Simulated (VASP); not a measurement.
**Ti4HBr: relaxation of cell and atoms with PBE**

The system is Ti4HBr.

```
CELL_PARAMETERS angstrom
3.72614 0.00000 0.00000
0.00000 3.72614 0.00000
0.00000 0.00000 7.15956
ATOMIC_POSITIONS crystal
Ti 0.50000 0.00000 0.68546
Ti 0.00000 0.50000 0.31454
Ti 0.50000 0.00000 0.31454
Ti 0.00000 0.50000 0.68546
H 0.50000 0.50000 0.50000
Br 0.00000 0.00000 0.00000
```

```
Program                : VASP 6.6.1
Task                   : relaxation of cell and atoms
Functional             : PBE
Potentials or basis    : VASP PAW PBE potentials, release 64 (Ti_sv, H, Br)
Cutoff                 : 600 eV
k mesh                 : 6 × 6 × 4
Occupations            : gaussian, width 0.1 eV
Spin                   : no spin polarisation
Dipole correction      : no
Further INCAR settings : ALGO = Normal; EDIFF = 1e-06; IBRION = 2; EDIFFG = -0.04; NSW = 90; ISIF = 3
```

The relaxed volume is 16.62 Å³/atom and the relaxed cell is a = 3.714 Å, b = 3.714 Å, c = 7.228 Å, α = 90.00°, β = 90.00°, γ = 90.00°. The space group after relaxing (to 0.05 Å) is P4/mmm (No. 123). The energy gained by relaxing is 1.1 meV/atom, the ionic steps are 5 and the pressure after relaxing is 0.0 GPa. The largest force after relaxing is 0.018 eV/Å and the band gap on the k mesh is zero (band 28 reaches 7.77 eV, above the bottom of band 29 at 6.31 eV).

Forces on the atoms (eV/Å):
```
Ti   0.000  0.000  0.018
Ti   0.000  0.000 -0.018
Ti   0.000  0.000 -0.018
Ti   0.000  0.000  0.018
H    0.000  0.000  0.000
Br   0.000  0.000  0.000
```

The path:
| step | energy change (eV) | largest force (eV/Å) | pressure (GPa) | volume (Å³) |
| --- | --- | --- | --- | --- |
| 1 | 0.0000 | 0.1307 | -0.39 | 99.40 |
| 2 | -0.0036 | 0.0747 | 0.19 | 98.82 |
| 3 | -0.0039 | 0.0472 | 0.45 | 98.55 |
| 4 | -0.0060 | 0.0227 | 0.30 | 98.99 |
| 5 | -0.0068 | 0.0184 | -0.01 | 99.73 |

Final structure:
```
Ti H Br
1.0
     3.71446    0.00000    0.00000
     0.00000    3.71446    0.00000
     0.00000    0.00000    7.22797
Ti H Br
4 1 1
Direct
  0.50000 0.00000 0.68206
  0.00000 0.50000 0.31794
  0.50000 0.00000 0.31794
  0.00000 0.50000 0.68206
  0.50000 0.50000 0.50000
  0.00000 0.00000 0.00000
```

Levels at points of the mesh, in eV from the Fermi level:
```
           k point  band 25  band 26  band 27  band 28  band 29  band 30  band 31  band 32  band 33
(0.00, 0.00, 0.00)    -1.24    -1.18    -0.95    -0.48    -0.48     0.22     0.40     0.74     0.74
(0.50, 0.00, 0.00)    -0.44     0.12     0.39     0.49     0.52     0.82     0.82     0.86     0.94
(0.50, 0.50, 0.00)    -0.98    -0.70    -0.70    -0.16     0.15     0.15     1.33     1.99     1.99
(0.00, 0.00, 0.50)    -1.32    -1.14    -0.98    -0.98    -0.97     0.80     0.85     1.63     1.63
(0.50, 0.00, 0.50)    -0.58    -0.12    -0.08     0.12     0.34     0.69     0.92     0.95     1.25
(0.50, 0.50, 0.50)    -1.04    -0.50    -0.50    -0.15    -0.15    -0.05     0.37     1.94     1.94
```

It took 10 min on 1 thread of Oxide Virtual Turin-like Processor (shared host), peak memory 0.25 GiB.
